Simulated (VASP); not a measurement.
Write the native input for VASP 6.6.1 that does the following.

```yaml
Task: single point
Functional: PBE
Potentials_or_basis: VASP PAW PBE potentials, release 64 (Li_sv, Bi_d, Se)
Cutoff: 520 eV
k_mesh: 6 × 6 × 6
Occupations: gaussian, width 0.01 eV
Spin: no spin polarisation
Dipole_correction: no
Further_INCAR_settings: ALGO = Normal; EDIFF = 1e-06; NBANDS = 23
```

The structure of LiBiSe2 lies in POSCAR:

```
LiBiSe2
1.0
    2.0698498512      1.1950283688      6.6217657026
   -2.0698498512      1.1950283688      6.6217657026
    0.0000000000     -2.3900567376      6.6217657026
Li Bi Se
1 1 2
Direct
    1.0000000000      0.0000000000      0.0000000000
    0.5000000000      0.5000000000      0.5000000000
    0.2550503263      0.2550503263      0.2550503263
    0.7449496737      0.7449496737      0.7449496737
```

One way to write it, as run:

INCAR

```
PREC     = Accurate       # precision mode
ENCUT    = 520            # plane-wave cutoff, eV
EDIFF    = 1E-6           # SCF threshold, eV
ISMEAR   = 0              # smearing method
SIGMA    = 0.01           # smearing width, eV
LREAL    = F              # projectors in reciprocal space
LASPH    = T              # aspherical terms in the spheres
NELM     = 100            # most SCF steps
ALGO     = Normal         # electronic algorithm
ISIF     = 2              # what is computed and relaxed
LWAVE    = F              # write WAVECAR
LCHARG   = F              # write CHGCAR
GGA      = PE             # functional
NBANDS   = 23             # bands
```

KPOINTS

```
regular mesh
0
Gamma
  6 6 6
```

Potentials or basis: VASP PAW PBE potentials, release 64 (Li_sv, Bi_d, Se).

Run with:

```bash
$ cat potpaw_PBE.64/Li_sv/POTCAR potpaw_PBE.64/Bi_d/POTCAR potpaw_PBE.64/Se/POTCAR > POTCAR
$ mpirun -np 1 vasp_std > vasp.out
```

Results of the run:

```json
{
 "Largest force": "0.016 eV/Å",
 "Band gap on the k mesh": "1.01 eV"
}
```

Caveat: spin-orbit coupling is left out, which moves the levels of the heavy elements.

Wall time 2.1 min on 1 thread of Intel(R) Xeon(R) 6975P-C (Granite Rapids) (shared host), peak memory 0.42 GiB.
